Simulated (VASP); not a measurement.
Write the native input for VASP 6.6.1 that does the following.

```
Task                   : single point
Functional             : PBEsol
Potentials or basis    : VASP PAW PBE potentials, release 64 (Li_sv, Pb_d)
Cutoff                 : 520 eV
k mesh                 : 7 × 7 × 7
Occupations            : fermi-dirac, width 0.1 eV
Spin                   : no spin polarisation
Dipole correction      : no
Further INCAR settings : ALGO = Normal; EDIFF = 1e-06; NBANDS = 16
```

The structure of LiPb lies in POSCAR:

```
LiPb
1.0
    2.4935000000      1.4396230000      2.0626670000
   -2.4935000000      1.4396230000      2.0626670000
    0.0000000000     -2.8792460000      2.0626670000
Li Pb
1 1
Direct
    0.5000000000      0.5000000000      0.5000000000
    0.0000000000      0.0000000000      0.0000000000
```

The input as run:

INCAR

```
SYSTEM = LiPb
ALGO = Normal
EDIFF = 1E-6
ENCUT = 520
GGA = PS
ISIF = 2
ISMEAR = -1
LASPH = .TRUE.
LCHARG = .FALSE.
LREAL = .FALSE.
LWAVE = .FALSE.
NBANDS = 16
NELM = 80
PREC = Accurate
SIGMA = 0.1
```

KPOINTS

```
k-points
0
G
  7 7 7
  0 0 0
```

Potentials or basis: VASP PAW PBE potentials, release 64 (Li_sv, Pb_d).

The run is started by

```sh
$ cat potpaw_PBE.64/Li_sv/POTCAR potpaw_PBE.64/Pb_d/POTCAR > POTCAR
$ mpirun -np 1 vasp_std > vasp.out
```

Run time: 25 s on 1 thread of Intel(R) Xeon(R) Platinum 8259CL CPU @ 2.50GHz (Skylake/Cascade Lake), with other jobs on the host, peak memory 0.17 GiB.
